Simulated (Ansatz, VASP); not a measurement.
# TaN: VASP beside Ansatz

File POSCAR:

```
TaN
1.0
    0.0000000000      2.1790000000      2.0700500000
    2.1790000000      0.0000000000      2.0700500000
    2.1790000000      2.1790000000      0.0000000000
Ta N
1 1
Direct
    0.5000000000      0.5000000000      0.5000000000
    0.0000000000      0.0000000000      0.0000000000
```

INCAR.step1

```
SYSTEM = TaN
PREC     = Accurate       ! precision mode
ENCUT    = 520            ! plane-wave cutoff, eV
ISMEAR   = 0              ! smearing method
SIGMA    = 0.15           ! smearing width, eV
LREAL    = .False.        ! projectors in reciprocal space
LASPH    = .True.         ! aspherical terms in the spheres
NELM     = 60             ! most SCF steps
NBANDS   = 15             ! bands
GGA      = PE             ! functional
ALGO     = Normal         ! electronic algorithm
EDIFF    = 1E-4           ! SCF threshold, eV
LWAVE    = .True.         ! write WAVECAR
LCHARG   = .False.        ! write CHGCAR
```

The input INCAR.step2:

```
SYSTEM = TaN
PREC     = Accurate       ! precision mode
ENCUT    = 520            ! plane-wave cutoff, eV
EDIFF    = 1E-7           ! SCF threshold, eV
ISMEAR   = 0              ! smearing method
SIGMA    = 0.15           ! smearing width, eV
LREAL    = .False.        ! projectors in reciprocal space
LASPH    = .True.         ! aspherical terms in the spheres
NELM     = 60             ! most SCF steps
ALGO     = Normal         ! electronic algorithm
ISIF     = 2              ! what is computed and relaxed
LWAVE    = .False.        ! write WAVECAR
LCHARG   = .False.        ! write CHGCAR
METAGGA  = R2SCAN         ! meta-GGA
LMIXTAU  = .True.       
NBANDS   = 15             ! bands
ISTART   = 1
```

File KPOINTS:

```
Automatic mesh
0
Gamma
  18 18 18
  0 0 0
```

Input for Ansatz:

```yaml
crystal:
  lattice:
    - [0.0, 2.179, 2.07005]
    - [2.179, 0.0, 2.07005]
    - [2.179, 2.179, 0.0]
  atoms:
    - { symbol: Ta, position: [0.5, 0.5, 0.5] }
    - { symbol: "N", position: [0.0, 0.0, 0.0] }
basis:
  ecutwfc: 500
kpoints:
  mp_grid: { grid: [18, 18, 18] }
hamiltonian:
  xc: r2scan
scf:
  occupations: { method: gaussian, width: 0.15 }
output:
  forces: true
  stress: true
  eigenvalues: true
```

Change from the starting cell: strain +0.000 along x and y, -0.050 along z, atoms carried along.

Alike in both runs: task single point; functional r2SCAN; k mesh 18 × 18 × 18; occupations gaussian, width 0.15 eV; no spin polarisation.

|  | VASP | Ansatz |
| --- | --- | --- |
| version | VASP 6.6.1 | Ansatz 0.2.0 |
| potentials or method | VASP PAW PBE potentials, release 64 (Ta_pv, N), cutoff 520 eV | scalar-relativistic, plane waves, PAW |
| valence electrons in the cell | 16 | 18 |

|  | VASP | Ansatz | Ansatz less VASP |
| --- | --- | --- | --- |
| gap on the k mesh at the Fermi level (eV) | none | none | - |
| pressure (GPa) | 37.6 | 35.0 | -2.63 |
| traceless stress, the component that is largest in VASP (GPa) | 32.77 | 32.60 | -0.170 |

VASP's potentials were made for PBE, not for r2SCAN. A gap of «none» marks a metal or a gap that the smearing closes. Both programs put the cell under a high pressure, so it lies far from rest at this level. VASP's potentials hold 16 valence electrons a cell and Ansatz's 18, so a difference there can come from the potentials and not from the codes.

Neither program's run includes spin-orbit coupling.
